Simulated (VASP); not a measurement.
BaTe, 2 atoms in the cell. The structure is cubic, space group Fm-3m (No. 225). The conventional cell has a = 7.063 Å, b = 7.063 Å, c = 7.063 Å, α = 90.00°, β = 90.00°, γ = 90.00°. Ba (site symmetry m-3m) has 6 Te at 3.53 Å within 4.6 Å. Te (site symmetry m-3m) has 6 Ba at 3.53 Å within 4.6 Å. 

| Item | Value |
| --- | --- |
| Program | VASP 6.6.1 |
| Task | single point |
| Functional | r2SCAN |
| Potentials or basis | VASP PAW PBE potentials, release 64 (Ba_sv, Te) |
| Cutoff | 520 eV |
| k mesh | 6 × 6 × 6 |
| Occupations | gaussian, width 0.05 eV |
| Spin | no spin polarisation |
| Dipole correction | no |
| Further INCAR settings | ALGO = Normal; EDIFF = 1e-06; NBANDS = 15 |

Potentials or basis: VASP PAW PBE potentials, release 64 (Ba_sv, Te).

The run is started by

```bash
$ cat potpaw_PBE.64/Ba_sv/POTCAR potpaw_PBE.64/Te/POTCAR > POTCAR
$ cp INCAR.step1 INCAR
$ mpirun -np 1 vasp_std > vasp.out
$ cp INCAR.step2 INCAR
$ mpirun -np 1 vasp_std > vasp.out
```

Hardware: 1 thread of Intel Xeon 6975P-C, on a shared host.

Estimate the wall time of this run.

Wall time 110 s on 1 thread of Intel Xeon 6975P-C, with other jobs on the host, peak memory 0.26 GiB. Counts: k points 16.
